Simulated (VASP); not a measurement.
Wanted: the native input for a VASP 6.6.1 run.

| Item | Value |
| --- | --- |
| Task | single point |
| Functional | PBE |
| Potentials or basis | VASP PAW PBE potentials, release 64 (Sb) |
| Cutoff | 400 eV |
| k mesh | 12 × 12 × 1 |
| Occupations | gaussian, width 0.04 eV |
| Spin | non-collinear spin, zero start, spin-orbit coupling |
| Starting moments | [[0.0, 0.0, 0.0], [0.0, 0.0, 0.0]] μB |
| Dipole correction | yes |
| Further INCAR settings | ALGO = Normal; EDIFF = 1e-06; NBANDS = 22; NELMDL = -8 |

The structure of Sb lies in POSCAR:

```
Sb
1.0
    4.0244080398      0.0000000000      0.0000000000
   -2.0122040199      3.4852395977      0.0000000000
    0.0000000000      0.0000000000     20.5300000000
Sb
2
Direct
    0.3333333333      0.6666666667      0.5617394433
    0.6666666667      0.3333333333      0.6418215175
```

One way to write it, as run:

INCAR

```
SYSTEM = Sb
ALGO = Normal
DIPOL = 0.5 0.5 0.602
EDIFF = 1E-6
ENCUT = 400
GGA = PE
GGA_COMPAT = .FALSE.
IDIPOL = 3
ISIF = 2
ISMEAR = 0
LASPH = .TRUE.
LCHARG = .FALSE.
LDIPOL = .TRUE.
LNONCOLLINEAR = .TRUE.
LORBIT = 11
LORBMOM = .TRUE.
LREAL = .FALSE.
LSORBIT = .TRUE.
LWAVE = .FALSE.
MAGMOM = 0 0 0 0 0 0
NBANDS = 22
NELM = 200
NELMDL = -8
PREC = Accurate
SIGMA = 0.04
```

KPOINTS

```
k-points
0
G
  12 12 1
  0 0 0
```

Potentials or basis: VASP PAW PBE potentials, release 64 (Sb).

The run is started by

```bash
$ cat potpaw_PBE.64/Sb/POTCAR > POTCAR
$ mpirun -np 1 vasp_ncl > vasp.out
```

It gave:

- Largest force: 0.358 eV/Å
- Net moment: 0.00 μB per cell
- Valence electrons inside the program's atomic spheres: Sb 2.42

Wall time 8.5 min on 1 thread of Oxide Virtual Turin-like Processor (shared host), peak memory 0.77 GiB.
